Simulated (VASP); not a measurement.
A run of VASP 6.6.1 is set up as follows.

Contents of INCAR:

```
PREC = Accurate ; ENCUT = 520
EDIFF = 1E-7 ; ISMEAR = -1
SIGMA = 0.1 ; LREAL = False
LASPH = True ; NELM = 60
ALGO = Normal ; ISIF = 2
LWAVE = False ; LCHARG = True
LELF = True ; LVHAR = True
NBANDS = 10
```

The input KPOINTS:

```
regular mesh
0
Gamma
  19 19 19
```

POSCAR

```
Re
1.0
   -1.3500588784      1.3500588784      1.3500588784
    1.3500588784     -1.3500588784      1.3500588784
    1.3500588784      1.3500588784     -1.3500588784
Re
1
Direct
    0.0000000000      0.0000000000      0.0000000000
```

Potentials or basis: VASP PAW LDA potentials, release 64 (Re).

Run with:

```console
$ cat potpaw_LDA.64/Re/POTCAR > POTCAR
$ mpirun -np 1 vasp_std > vasp.out
```

Problem. Estimate the band gap on the k mesh.

Solution. Zero (an odd number of electrons rules out a gap without spin polarisation).

Problem. What does it give for the pressure?

Solution. 361.2 GPa.

Caveat: the cell stands under pressure; spin-orbit coupling is left out, which moves the levels of the heavy elements.
